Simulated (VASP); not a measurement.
Write the native input for VASP 6.6.1 that does the following.

```yaml
Task: single point
Functional: PBEsol
Potentials_or_basis: VASP PAW PBE potentials, release 64 (Mg, Tl_d)
Cutoff: 520 eV
k_mesh: 12 × 12 × 12
Occupations: gaussian, width 0.1 eV
Spin: no spin polarisation
Dipole_correction: no
Further_INCAR_settings: ALGO = Fast; EDIFF = 1e-06; NBANDS = 14
```

The structure of MgTl lies in POSCAR:

```
MgTl
1.0
    3.6942062671      0.0000000000      0.0000000000
    0.0000000000      3.6942062671      0.0000000000
    0.0000000000      0.0000000000      3.6942062671
Mg Tl
1 1
Direct
    0.0000000000      0.0000000000      0.0000000000
    0.5000000000      0.5000000000      0.5000000000
```

This cell differs from its parent crystal: volume scaled by 1.06.

The input as run:

INCAR

```
SYSTEM = MgTl
PREC = Accurate
ENCUT = 520
EDIFF = 1E-6
ISMEAR = 0
SIGMA = 0.1
LREAL = .False.
LASPH = .True.
NELM = 100
ALGO = Fast
ISIF = 2
LWAVE = .False.
LCHARG = .True.
GGA = PS
LELF = .True.
LVHAR = .True.
NBANDS = 14
```

KPOINTS

```
Automatic mesh
0
Gamma
  12 12 12
  0 0 0
```

Potentials or basis: VASP PAW PBE potentials, release 64 (Mg, Tl_d).

Command:

```console
$ cat potpaw_PBE.64/Mg/POTCAR potpaw_PBE.64/Tl_d/POTCAR > POTCAR
$ mpirun -np 1 vasp_std > vasp.out
```

Results of the run:

```yaml
Pressure: -2.1 GPa
```

Caveat: the PAW data sets were made with another functional, which shifts forces and pressure a little.

It took 18 s on 1 thread of Intel(R) Xeon(R) 6975P-C (Granite Rapids) (shared host), peak memory 0.2 GiB.
